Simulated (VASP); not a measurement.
# Pb: electric field gradients with LDA

Crystal: Pb.

```
Pb
1.0
     0.00000    3.39252    3.39252
     3.39252    0.00000    3.39252
     3.39252    3.39252    0.00000
Pb
2
Direct
  0.00000 0.00000 0.00000
  0.25000 0.25000 0.25000
```

This cell differs from its parent crystal: volume scaled by 0.96.

```yaml
Program: VASP 6.6.1
Task: electric field gradients
Functional: LDA
Potentials_or_basis: VASP PAW LDA potentials, release 64 (Pb_d)
Cutoff: 520 eV
k_mesh: 8 × 8 × 8
Occupations: fermi-dirac, width 0.05 eV
Spin: no spin polarisation
Dipole_correction: no
Further_INCAR_settings: ALGO = Normal; EDIFF = 1e-08; NBANDS = 21
```

```json
{
  "Pressure": "0.7 GPa",
  "Band gap on the k mesh": "zero (band 14 reaches 4.85 eV, above the bottom of band 15 at 3.63 eV)"
}
```

Levels at points of the mesh, in eV from the Fermi level:
```csv
k point,band 11,band 12,band 13,band 14,band 15,band 16,band 17,band 18
"(0.00, 0.00, 0.00)",-11.46,-3.78,0.37,0.37,0.37,2.37,2.37,2.37
"(0.50, 0.00, 0.00)",-10.02,-7.24,-1.03,-0.85,-0.85,3.52,3.52,5.30
"(0.50, 0.50, 0.00)",-8.66,-8.66,-2.15,-2.15,0.76,0.76,7.34,7.34
```

It took 21 s on 1 thread of Intel(R) Xeon(R) 6975P-C (Granite Rapids), on a shared host, peak memory 0.18 GiB.

Caveat: without QUAD_EFG the Cq values of the log hold for a quadrupole moment of 1 mb, not for the nuclei; spin-orbit coupling is left out, which moves the levels of the heavy elements.
